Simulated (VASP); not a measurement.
Runs of VASP 6.6.1 on BN. The structure is that of space group F-43m (No. 216), or close to it. The cells are those of the table. 

| level | cell | smearing | gap on the mesh (eV) | pressure (GPa) | largest force (eV/Å) |
| --- | --- | --- | --- | --- | --- |
| PBE | a = 2.507 Å, angles 61.2°, 2 atoms | fermi-dirac 0.02 eV | 4.37 | 16.5 | 0.04 |
| PBE | a = 2.546 Å, angles 59.4°, 2 atoms | fermi-dirac 0.02 eV | 4.46 | (a) | 0.02 |
| r2SCAN | a = 2.507 Å, angles 61.2°, 2 atoms | gaussian 0.01 eV | 4.89 | 12.7 | 0.01 |
| r2SCAN | a = 2.553, b = 2.553, c = 2.583 Å, angles 59.6, 59.6, 59.2°, 2 atoms | gaussian 0.01 eV | 4.88 | 1.4 | 0.01 |
| r2SCAN | a = 2.546 Å, angles 59.4°, 2 atoms | gaussian 0.01 eV | 4.98 | (b) | - |
| PBE | a = 2.553, b = 2.553, c = 2.583 Å, angles 59.6, 59.6, 59.2°, 2 atoms | fermi-dirac 0.02 eV | 4.37 | 5.3 | 0.03 |

Alike in all rows: task single point; potentials or basis VASP PAW PBE potentials, release 64 (B, N); no spin polarisation; k mesh 12 × 12 × 12; cutoff (eV) 520.

Q: Fill in the values left out.

A: (a) 13.3; (b) 9.4.

Caveats: the PAW data sets were made with another functional, which shifts forces and pressure a little (some runs).

A k mesh can miss the band edges.
